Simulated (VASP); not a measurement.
Here is a VASP 6.6.1 calculation.

The input INCAR:

```
PREC = Accurate
ENCUT = 520
EDIFF = 1E-7
ISMEAR = 0
SIGMA = 0.15
LREAL = False
LASPH = True
NELM = 80
ALGO = Normal
ISIF = 2
LWAVE = False
LCHARG = False
GGA = PE
NBANDS = 16
```

Contents of KPOINTS:

```
regular mesh
0
Gamma
  16 16 16
```

File POSCAR:

```
GaSb
1.0
   -2.7657340133      2.7657340133      1.7075500000
    2.7657340133     -2.7657340133      1.7075500000
    2.7657340133      2.7657340133     -1.7075500000
Ga Sb
1 1
Direct
    0.2500000000      0.7500000000      0.5000000000
    0.0000000000      0.0000000000      0.0000000000
```

Potentials or basis: VASP PAW PBE potentials, release 64 (Ga_d, Sb).

The run is started by

```sh
$ cat potpaw_PBE.64/Ga_d/POTCAR potpaw_PBE.64/Sb/POTCAR > POTCAR
$ mpirun -np 1 vasp_std > vasp.out
```

Question: Estimate the pressure.

Answer: -2.9 GPa.

Question: Predict the band gap on the k mesh.

Answer: Zero (bands 9 and 10 overlap by 4.52 eV).

Stress tensor (GPa, compression positive):
```
-2.15  0.00  0.00
 0.00 -2.15  0.00
 0.00  0.00 -4.26
```

Caveat: spin-orbit coupling is left out, which moves the levels of the heavy elements.
